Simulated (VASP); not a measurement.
# Cu2W (P4/mmm) in VASP: notebook

The runs below take Cu2W through single point, relaxation of cell and atoms, with PBE.

Program: VASP 6.6.1. These are calculated values, not measurements. Logs are shortened: lines on timing, memory, paths and dates and some standing lists are left out, and cuts for length are marked.

**1. The cell of the first run**

The structure is tetragonal, space group P4/mmm (No. 123). Conventional cell: a = 2.691 Å, b = 2.691 Å, c = 5.552 Å, α = 90.00°, β = 90.00°, γ = 90.00°. Within 3.0 Å of Cu (site symmetry 4mm) lie 5 Cu at 2.28 to 2.69 Å and 4 W at 2.51 Å. Within 3.3 Å of W (site symmetry 4/mmm) lie 8 Cu at 2.51 Å and 4 W at 2.69 Å.

**2. Single point, PBE**

INCAR

```
SYSTEM = Cu2W
PREC     = Accurate       ! precision mode
ENCUT    = 520            ! plane-wave cutoff, eV
EDIFF    = 1E-7           ! SCF threshold, eV
ISMEAR   = 0              ! smearing method
SIGMA    = 0.1            ! smearing width, eV
LREAL    = .FALSE.        ! projectors in reciprocal space
LASPH    = .TRUE.         ! aspherical terms in the spheres
NELM     = 100            ! most SCF steps
ALGO     = Normal         ! electronic algorithm
ISIF     = 2              ! what is computed and relaxed
LWAVE    = .FALSE.        ! write WAVECAR
LCHARG   = .FALSE.        ! write CHGCAR
GGA      = PE             ! functional
NBANDS   = 25             ! bands
```

KPOINTS

```
Automatic mesh
0
G
  6 6 4
  0 0 0
```

POSCAR

```
Cu2W
1.0
    2.6909632600      0.0000000000      0.0000000000
    0.0000000000      2.6909632600      0.0000000000
    0.0000000000      0.0000000000      5.5521327000
Cu W
2 1
Direct
    0.5000000000      0.5000000000      0.2949999900
    0.5000000000      0.5000000000      0.7050000100
    0.0000000000      0.0000000000      0.0000000000
```

Potentials or basis: VASP PAW PBE potentials, release 64 (Cu, W_sv).

Run with:

```bash
$ cat potpaw_PBE.64/Cu/POTCAR potpaw_PBE.64/W_sv/POTCAR > POTCAR
$ mpirun -np 1 vasp_std > vasp.out
```

OUTCAR:

```text
SYSTEM = Cu2W
   PREC = Accurate
   ENCUT = 520
   EDIFF = 1E-7
   ISMEAR = 0
   LREAL = .FALSE.
   LASPH = .TRUE.
   NELM = 100
   ISIF = 2
   GGA = PE

 ion  position               nearest neighbor table
   1  0.500  0.500  0.295-   2 2.28   3 2.51   3 2.51   3 2.51   3 2.51
   2  0.500  0.500  0.705-   1 2.28   3 2.51   3 2.51   3 2.51   3 2.51
   3  0.000  0.000  0.000-   1 2.51   2 2.51   1 2.51   2 2.51   1 2.51   2 2.51   1 2.51   2 2.51

  LATTYP: Found a simple tetragonal cell.
 ALAT       =     2.6909632600
 C/A-ratio  =     2.0632510234

  Lattice vectors:

 A1 = (   2.6909632600,   0.0000000000,   0.0000000000)
 A2 = (   0.0000000000,   2.6909632600,   0.0000000000)
 A3 = (   0.0000000000,   0.0000000000,   5.5521327000)

Analysis of symmetry for initial positions (statically):
=====================================================================
 Subroutine PRICEL returns:
 Original cell was already a primitive cell.

 Routine SETGRP: Setting up the symmetry group for a
 simple tetragonal supercell.

 Subroutine GETGRP returns: Found 16 space group operations
 (whereof 16 operations were pure point group operations)
 out of a pool of 16 trial point group operations.

The static configuration has the point symmetry D_4h.

Analysis of symmetry for dynamics (positions and initial velocities):
=====================================================================
 Subroutine PRICEL returns:
 Original cell was already a primitive cell.

 Routine SETGRP: Setting up the symmetry group for a
 simple tetragonal supercell.

 Subroutine GETGRP returns: Found 16 space group operations
 (whereof 16 operations were pure point group operations)
 out of a pool of 16 trial point group operations.

The dynamic configuration has the point symmetry D_4h.

 Subroutine INISYM returns: Found 16 space group operations
 (whereof 16 operations are pure point group operations),
 and found     1 'primitive' translations

----------------------------------------------------------------------------------------

                                     Primitive cell

  volume of cell :      40.2046

  direct lattice vectors                    reciprocal lattice vectors
     2.690963260  0.000000000  0.000000000     0.371614141  0.000000000  0.000000000
     0.000000000  2.690963260  0.000000000     0.000000000  0.371614141  0.000000000
     0.000000000  0.000000000  5.552132700     0.000000000  0.000000000  0.180110969

  length of vectors
     2.690963260  2.690963260  5.552132700     0.371614141  0.371614141  0.180110969

  position of ions in fractional coordinates (direct lattice)
     0.500000000  0.500000000  0.294999990
     0.500000000  0.500000000  0.705000010
     0.000000000  0.000000000  0.000000000

  ion indices of the primitive-cell ions
   primitive index   ion index
                 1           1
                 2           2
                 3           3

----------------------------------------------------------------------------------------

 KPOINTS: Automatic mesh

Automatic generation of k-mesh.
 Grid dimensions read from file:
 generate k-points for:    6    6    4

 Generating k-lattice:

  Cartesian coordinates                     Fractional coordinates (reciprocal lattice)
     0.061935690  0.000000000  0.000000000     0.166666667  0.000000000  0.000000000
     0.000000000  0.061935690  0.000000000     0.000000000  0.166666667  0.000000000
     0.000000000  0.000000000  0.045027742     0.000000000  0.000000000  0.250000000

  Length of vectors
     0.061935690  0.061935690  0.045027742

  Shift w.r.t. Gamma in fractional coordinates (k-lattice)
     0.000000000  0.000000000  0.000000000

 Subroutine IBZKPT returns following result:
 ===========================================

 Found     30 irreducible k-points:

 Following reciprocal coordinates:
            Coordinates               Weight
  0.000000  0.000000  0.000000      1.000000
  0.166667  0.000000  0.000000      4.000000
  0.333333  0.000000  0.000000      4.000000
  0.500000  0.000000  0.000000      2.000000
  0.166667  0.166667  0.000000      4.000000
  0.333333  0.166667  0.000000      8.000000
[... 16 lines left out ...]
  0.333333  0.000000  0.500000      4.000000
  0.500000  0.000000  0.500000      2.000000
 [... further k-points ...]
   k-points           NKPTS =     30   k-points in BZ     NKDIM =     30   number of bands    NBANDS=     25
   number of dos      NEDOS =    301   number of ions     NIONS =      3
   total plane-waves  NPLWV =  16800
   dimension x,y,z NGX =    20 NGY =   20 NGZ =   42
   dimension x,y,z NGXF=    40 NGYF=   40 NGZF=   84
   ions per type =               2   1
   NGX,Y,Z   is equivalent  to a cutoff of  12.36, 12.36, 12.58 a.u.
   NGXF,Y,Z  is equivalent  to a cutoff of  24.71, 24.71, 25.15 a.u.
 SYSTEM =  Cu2W
   PREC   = accura    normal or accurate (medium, high low for compatibility)
   ISTART =      0    job   : 0-new  1-cont  2-samecut
   ICHARG =      2    charge: 1-file 2-atom 10-const
   ISPIN  =      1    spin polarized calculation?
   LNONCOLLINEAR =      F non collinear calculations
   LSORBIT =      F    spin-orbit coupling
   LASPH  =      T    aspherical Exc in radial PAW
   ENCUT  =  520.0 eV  38.22 Ry    6.18 a.u.   5.00  5.00 10.32*2*pi/ulx,y,z
   NELM   =    100;   NELMIN=  2; NELMDL= -5     # of ELM steps
   EDIFF  = 0.1E-06   stopping-criterion for ELM
   LREAL  =      F    real-space projection
   EDIFFG = 0.1E-05   stopping-criterion for IOM
   NSW    =      0    number of steps for IOM
   IBRION =     -1    ionic relax: 0-MD 1-quasi-New 2-CG
   NFREE  =      0    steps in history (QN), initial steepest desc. (CG)
   ISIF   =      2    stress and relaxation
   ISYM   =      2    0-nonsym 1-usesym 2-fastsym
   POTIM  = 0.5000    time-step for ionic-motion
   TEBEG  =    0.0;   TEEND  =   0.0 temperature during run
   PSTRESS=    0.0 pullay stress
   NELECT =      36.0000    total number of electrons
   NUPDOWN=      -1.0000    fix difference up-down
   EMIN   =  10.00;   EMAX   =-10.00  energy-range for DOS
   EFERMI =   0.00;   METHOD = LEGACY
   ISMEAR =     0;   SIGMA  =   0.10  broadening in eV -4-tet -1-fermi 0-gaus
   EFERMI_NEDOS =   21; number of points for ismear=-14 and -15
   IALGO  =     38    algorithm
   IMIX   =      4    mixing-type and parameters
     AMIX     =   0.40;   BMIX     =  1.00
     AMIX_MAG =   1.60;   BMIX_MAG =  1.00
  volume/ion in A,a.u.               =      13.40        90.44
  Fermi-wavevector in a.u.,A,eV,Ry     =   1.577916  2.981829 33.876042  2.489819
  Thomas-Fermi vector in A             =   2.678526
   LORBIT       =      0    0 simple, 1 ext, 2 COOP (PROOUT), +10 PAW based schemes
   GGA     = PE    functional components
   LHFCALC =     F    Hartree Fock is set to
   AEXX    =    0.0000 exact exchange contribution
   IVDW    =     0    specifies the selected vdW correction
   LEPSILON=     F    determine dielectric tensor
   LRPA    =     F    only Hartree local field effects (RPA)
 non-spin polarized calculation
 Gauss-broadening in eV      SIGMA  =   0.10
  energy-cutoff  :      520.00
  volume of cell :       40.20
 maximum number of plane-waves:      1108
   NGX = 11   NGY = 11   NGZ = 21

 number of electron      36.0000004 magnetization

 Free energy of the ion-electron system (eV)
  ---------------------------------------------------
  ext. energy  EPLUGINS =         0.00000000
  ---------------------------------------------------
  free energy    TOTEN  =       -18.27622629 eV

  energy without entropy =      -18.26786523  energy(sigma->0) =      -18.27204576

 E-fermi :   9.0851     XC(G=0): -12.8336

 val. band max:        8.9879815741   @ k =   0.5000   0.1667   0.2500
 cond. band min:       9.0901942256   @ k =   0.3333   0.3333   0.0000
 fundamental gap:      0.1022126515
 Fermi energy:         9.0850988994

 k-point     1 :       0.0000    0.0000    0.0000
  band No.  band energies     occupation
      1     -64.8397      2.00000
      2     -29.2454      2.00000
      3     -28.5931      2.00000
      4     -28.5931      2.00000
      5      -0.6188      2.00000
      6       2.8397      2.00000
[... 17 lines left out ...]
     24      20.6415      0.00000
     25      20.6415      0.00000

 k-point     2 :       0.1667    0.0000    0.0000
  band No.  band energies     occupation
      1     -64.8208      2.00000
      2     -29.2127      2.00000
      3     -28.8786      2.00000
      4     -28.5682      2.00000
      5       0.1369      2.00000
      6       3.2434      2.00000
[... 17 lines left out ...]
     24      21.2433      0.00000
     25      22.0125      0.00000

 k-point     3 :       0.3333    0.0000    0.0000
  band No.  band energies     occupation
      1     -64.7828      2.00000
      2     -29.4196      2.00000
      3     -29.1467      2.00000
      4     -28.5181      2.00000
      5       1.8924      2.00000
      6       3.6542      2.00000
[... 17 lines left out ...]
     24      19.8057      0.00000
     25      20.0884      0.00000

 k-point     4 :       0.5000    0.0000    0.0000
  band No.  band energies     occupation
      1     -64.7637      2.00000
      2     -29.6769      2.00000
      3     -29.1134      2.00000
      4     -28.4928      2.00000
      5       2.9287      2.00000
      6       3.2912      2.00000
[... 17 lines left out ...]
     24      18.5952      0.00000
     25      18.7733      0.00000
[... 477 lines left out ...]
 k-point    22 :       0.1667    0.0000    0.5000
  band No.  band energies     occupation
      1     -64.8208      2.00000
      2     -29.2130      2.00000
      3     -28.8785      2.00000
      4     -28.5682      2.00000
      5       0.8420      2.00000
      6       2.3352      2.00000
[... 17 lines left out ...]
     24      19.4468      0.00000
     25      19.7138      0.00000

 k-point    23 :       0.3333    0.0000    0.5000
  band No.  band energies     occupation
      1     -64.7827      2.00000
      2     -29.4195      2.00000
      3     -29.1469      2.00000
      4     -28.5181      2.00000
      5       2.3455      2.00000
      6       2.7498      2.00000
[... 17 lines left out ...]
     24      18.8584      0.00000
     25      18.9346      0.00000

 k-point    24 :       0.5000    0.0000    0.5000
  band No.  band energies     occupation
      1     -64.7636      2.00000
      2     -29.6768      2.00000
      3     -29.1135      2.00000
      4     -28.4928      2.00000
      5       2.7610      2.00000
      6       3.0137      2.00000
[... 17 lines left out ...]
     24      18.6898      0.00000
     25      20.2827      0.00000

 [... further k-points ...]

------------------------ aborting loop because EDIFF is reached ----------------------------------------

  FORCE on cell =-STRESS in cart. coord.  units (eV):
  Direction    XX          YY          ZZ          XY          YZ          ZX
  --------------------------------------------------------------------------------------
  -------------------------------------------------------------------------------------
  Total        4.4906035      4.4906035     10.9400275      0.0000000     -0.0000000      0.0000000
  in kB      178.9533848    178.9533848    435.9670044      0.0000000     -0.0000000      0.0000000
  external PRESSURE =     264.6245913 kB  Pullay stress =       0.0000000 kB

 VOLUME and BASIS-vectors are now :
 -----------------------------------------------------------------------------
  energy-cutoff  :      520.00
  volume of cell :       40.20
      direct lattice vectors                 reciprocal lattice vectors
     2.690963260  0.000000000  0.000000000     0.371614141  0.000000000  0.000000000
     0.000000000  2.690963260  0.000000000     0.000000000  0.371614141  0.000000000
     0.000000000  0.000000000  5.552132700     0.000000000  0.000000000  0.180110969

 POSITION                                       TOTAL-FORCE (eV/Angst)
 -----------------------------------------------------------------------------------
      1.34548      1.34548      1.63788        -0.000000      0.000000      1.713060
      1.34548      1.34548      3.91425         0.000000      0.000000     -1.713060
      0.00000      0.00000      0.00000         0.000000      0.000000     -0.000000
 -----------------------------------------------------------------------------------
    total drift:                               -0.000000      0.000000      0.000000

  FREE ENERGIE OF THE ION-ELECTRON SYSTEM (eV)
  ---------------------------------------------------
  free  energy   TOTEN  =       -18.2762262891 eV

  energy  without entropy=      -18.2678652275  energy(sigma->0) =      -18.27204576
```

Wall time 19 s (1 thread of Intel Xeon Platinum 8488C (Sapphire Rapids), shared host); peak memory 0.16 GiB.

What came out:

```yaml
Free_energy: -18.2762 eV
Pressure: 26.5 GPa
Largest_force: 1.713 eV/Å
Band_gap_on_the_k_mesh: zero (band 18 reaches 11.17 eV, above the bottom of band 19 at 8.34 eV)
```

Forces on the atoms (eV/Å):
```
Cu   0.000  0.000  1.713
Cu   0.000  0.000 -1.713
W    0.000  0.000  0.000
```

Levels at points of the mesh, in eV from the Fermi level:
```csv
k point,band 16,band 17,band 18,band 19,band 20,band 21
"(0.00, 0.00, 0.00)",-2.88,-2.68,-1.72,1.27,2.23,2.23
"(0.50, 0.00, 0.00)",-2.13,-1.93,-0.96,1.16,1.47,1.65
"(0.50, 0.50, 0.00)",-0.73,-0.73,1.59,1.59,2.04,5.03
"(0.00, 0.00, 0.50)",-2.95,-2.56,-0.52,2.02,2.02,2.44
"(0.50, 0.00, 0.50)",-1.93,-1.47,-1.31,-0.75,1.08,1.33
"(0.50, 0.50, 0.50)",-2.12,-1.83,2.08,3.78,3.78,4.39
```

Caveat: the k points lie up to 0.39 Å⁻¹ apart; spin-orbit coupling is left out, which moves the levels of the heavy elements; forces of over 1 eV/Å act on the atoms, so gaps and moduli don't describe the material at rest.

**3. Single point, PBE**

This run uses another cell than the first one, of 14.42 Å³/atom, 1.076 times its volume.

INCAR

```
  PREC = Accurate
  ENCUT = 520
  EDIFF = 1E-6
  ISMEAR = 0
  SIGMA = 0.1
  LREAL = False
  LASPH = True
  NELM = 60
  ALGO = Normal
  ISIF = 2
  LWAVE = False
  LCHARG = False
  GGA = PE
  NBANDS = 25
```

KPOINTS

```
Automatic mesh
0
Gamma
  6 6 4
```

POSCAR

```
Cu2W
1.0
    2.5697369210      0.0000000000      0.0000000000
    0.0000000000      2.5697369210      0.0000000000
    0.0000000000      0.0000000000      6.5517246992
Cu W
2 1
Direct
    0.5000000000      0.5000000000      0.3162827066
    0.5000000000      0.5000000000      0.6837172934
    0.0000000000      0.0000000000      0.0000000000
```

Potentials or basis: VASP PAW PBE potentials, release 64 (Cu, W_sv).

Run with:

```bash
$ cat potpaw_PBE.64/Cu/POTCAR potpaw_PBE.64/W_sv/POTCAR > POTCAR
$ mpirun -np 1 vasp_std > vasp.out
```

Run time: 21 s. Hardware: 1 thread of Intel Xeon Platinum 8488C (Sapphire Rapids), shared host; peak memory 0.16 GiB.

The run converged. Its results:

- Free energy: -19.1383 eV
- Pressure: 0.6 GPa
- Largest force: 0.014 eV/Å
- Band gap on the k mesh: zero (band 18 reaches 9.97 eV, above the bottom of band 19 at 6.88 eV)

Forces in eV/Å, atoms in the order of the input:
```
Cu   0.000  0.000  0.014
Cu   0.000  0.000 -0.014
W    0.000  0.000  0.000
```

Stress tensor (GPa, compression positive):
```
0.67 0.00 0.00
0.00 0.67 0.00
0.00 0.00 0.47
```

Levels at points of the mesh, in eV from the Fermi level:
```
           k point  band 15  band 16  band 17  band 18  band 19  band 20  band 21  band 22
(0.00, 0.00, 0.00)    -2.39    -2.39    -2.10    -2.05    -1.03     3.07     3.07     5.56
(0.50, 0.00, 0.00)    -2.26    -2.20    -1.37     0.08     1.36     1.54     1.88     3.81
(0.50, 0.50, 0.00)    -1.65    -0.68    -0.68     2.05     3.04     3.04     6.73     6.99
(0.00, 0.00, 0.50)    -2.27    -2.09    -2.05    -1.80    -0.04     3.02     3.02     5.49
(0.50, 0.00, 0.50)    -2.30    -2.13    -1.05    -0.77     0.13     1.37     1.56     3.81
(0.50, 0.50, 0.50)    -1.53    -1.45    -1.45     2.06     4.83     4.83     5.88     5.88
```

Caveat: the k points lie up to 0.41 Å⁻¹ apart; spin-orbit coupling is left out, which moves the levels of the heavy elements.

(Part 1 of 2 ends here.)
